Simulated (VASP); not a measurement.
Crystal: Se.

```xyz
8
Lattice="7.1781 0.0000 0.0000 -3.5890 6.2164 0.0000 0.0000 0.0000 3.2713" Properties=species:S:1:pos:R:3 pbc="T T T"
Se    5.1323    1.1811    1.6356
Se    3.5890    3.8542    1.6356
Se    2.0458    1.1811    1.6356
Se   -1.5433    5.0353    1.6356
Se    0.0000    2.3622    1.6356
Se    1.5433    5.0353    1.6356
Se    0.0000    4.1443    0.0000
Se    3.5890    2.0721    0.0000
```

The cell was built from a structure type or drawn by symmetry, and may not be a known phase.

```yaml
Program: VASP 6.6.1
Task: relaxation of cell and atoms
Functional: PBE
Potentials_or_basis: VASP PAW PBE potentials, release 64 (Se)
Cutoff: 600 eV
k_mesh: 3 × 3 × 6
Occupations: gaussian, width 0.1 eV
Spin: no spin polarisation
```

At the start: pressure 48.5 GPa; volume 18.25 Å³/atom.

Question: How do energy, volume and symmetry change on relaxing?

Answer: Over 10 steps the energy falls by 1039.1 meV/atom and the volume is 29.28 Å³/atom (+60.5 %); space group P6/mmm (No. 191, to 0.1 Å) before and after.

The path:
| step | energy change (eV) | largest force (eV/Å) | pressure (GPa) | volume (Å³) |
| --- | --- | --- | --- | --- |
| 1 | 0.0000 | 1.6975 | 48.48 | 145.97 |
| 2 | -5.8151 | 0.0943 | -6.88 | 296.21 |
| 3 | -8.0362 | 0.1310 | 0.24 | 219.82 |
| 4 | -8.0351 | 0.1392 | -0.11 | 221.51 |
| 5 | -8.0691 | 0.1435 | -0.10 | 222.48 |
| 6 | -8.1477 | 0.0830 | -0.15 | 225.20 |
| 7 | -8.2245 | 0.0483 | -0.22 | 229.73 |
| 8 | -8.2916 | 0.0012 | -0.12 | 235.37 |
| 9 | -8.2925 | 0.0230 | -0.15 | 232.74 |
| 10 | -8.3126 | 0.0183 | -0.15 | 234.23 |

Final structure:
```xyz
8
Lattice="7.7369 0.0000 0.0000 -3.8684 6.7003 0.0000 0.0000 0.0000 4.5183" Properties=species:S:1:pos:R:3 pbc="T T T"
Se    5.5005    1.2912    2.2592
Se    3.8684    4.1180    2.2592
Se    2.2364    1.2912    2.2592
Se   -1.6321    5.4092    2.2592
Se    0.0000    2.5823    2.2592
Se    1.6321    5.4092    2.2592
Se    0.0000    4.4669    0.0000
Se    3.8684    2.2334    0.0000
```

Caveat: the volume moved by over 15 % at a fixed basis, so the end points are rough.
